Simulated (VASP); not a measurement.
Set up this calculation in VASP 6.6.1, as the native input.

* Task: single point
* Functional: PBE
* Potentials or basis: VASP PAW PBE potentials, release 64 (Al)
* Cutoff: 520 eV
* k mesh: 15 × 15 × 15
* Occupations: fermi-dirac, width 0.1 eV
* Spin: no spin polarisation
* Dipole correction: no
* Further INCAR settings: ALGO = Normal; EDIFF = 1e-06; NBANDS = 10

The structure of Al lies in POSCAR:

```
Al
1.0
    0.0000000000      2.9827422785      2.9827422785
    2.9827422785      0.0000000000      2.9827422785
    2.9827422785      2.9827422785      0.0000000000
Al
2
Direct
    0.1250000000      0.1250000000      0.1250000000
    0.8750000000      0.8750000000      0.8750000000
```

This isn't the form of Al at room conditions, which is fcc.

These files were run (other wordings do the same):

INCAR

```
SYSTEM = Al
  ALGO = Normal
  EDIFF = 1E-6
  ENCUT = 520
  GGA = PE
  ISIF = 2
  ISMEAR = -1
  LASPH = .True.
  LCHARG = .True.
  LELF = .True.
  LREAL = .False.
  LVHAR = .True.
  LWAVE = .False.
  NBANDS = 10
  NELM = 80
  PREC = Accurate
  SIGMA = 0.1
```

KPOINTS

```
k-points
0
Gamma
  15 15 15
  0 0 0
```

Potentials or basis: VASP PAW PBE potentials, release 64 (Al).

Run with:

```bash
$ cat potpaw_PBE.64/Al/POTCAR > POTCAR
$ mpirun -np 1 vasp_std > vasp.out
```

It gave:

```
Pressure               : 1.7 GPa
Band gap on the k mesh : zero (bands 3 and 4 overlap by 3.37 eV)
```

It took 24 s on 1 thread of Intel(R) Xeon(R) Platinum 8488C (Sapphire Rapids) (shared host), peak memory 0.19 GiB.
